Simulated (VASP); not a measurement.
A run of VASP 6.6.1 is set up as follows.

The input POSCAR:

```
AlGaN2
1.0
    3.1879902044      0.0000000000      0.0000000000
    0.0000000000      3.1879902044      0.0000000000
    0.0000000000      0.0000000000      4.2911228018
Al Ga N
1 1 2
Direct
    0.5000000000      0.5000000000      0.5000000000
    0.0000000000      0.0000000000      0.0000000000
    0.5000000000      0.0000000000      0.7382648100
    0.0000000000      0.5000000000      0.2617351900
```

The input INCAR.step1:

```
SYSTEM = AlGaN2
ALGO = Normal ; EDIFF = 1E-4
ENCUT = 520 ; GGA = PE
ISMEAR = 0 ; LASPH = .True.
LCHARG = .False. ; LREAL = .False.
LWAVE = .True. ; NBANDS = 21
NELM = 100 ; PREC = Accurate
SIGMA = 0.05
```

Contents of INCAR.step2:

```
SYSTEM = AlGaN2
ALGO = Normal ; EDIFF = 1E-6
ENCUT = 520 ; ISIF = 2
ISMEAR = 0 ; ISTART = 1
LASPH = .True. ; LCHARG = .False.
LMIXTAU = .True. ; LREAL = .False.
LWAVE = .False. ; METAGGA = R2SCAN
NBANDS = 21 ; NELM = 100
PREC = Accurate ; SIGMA = 0.05
```

File KPOINTS:

```
k-points
0
Gamma
  8 8 6
  0 0 0
```

Potentials or basis: VASP PAW PBE potentials, release 64 (Al, Ga_d, N).

The run is started by

```sh
$ cat potpaw_PBE.64/Al/POTCAR potpaw_PBE.64/Ga_d/POTCAR potpaw_PBE.64/N/POTCAR > POTCAR
$ cp INCAR.step1 INCAR
$ mpirun -np 1 vasp_std > vasp.out
$ cp INCAR.step2 INCAR
$ mpirun -np 1 vasp_std > vasp.out
```

What does it give for the pressure?

-0.2 GPa.

What does it give for the largest force?

0.076 eV/Å.

Stress tensor (GPa, compression positive):
```
-2.04  0.00  0.00
 0.00 -2.04  0.00
 0.00  0.00  3.56
```

Caveat: the cell differs from its parent crystal (strain +0.015 along x and y, -0.030 along z); the PAW data sets were made with another functional, which shifts forces and pressure a little.
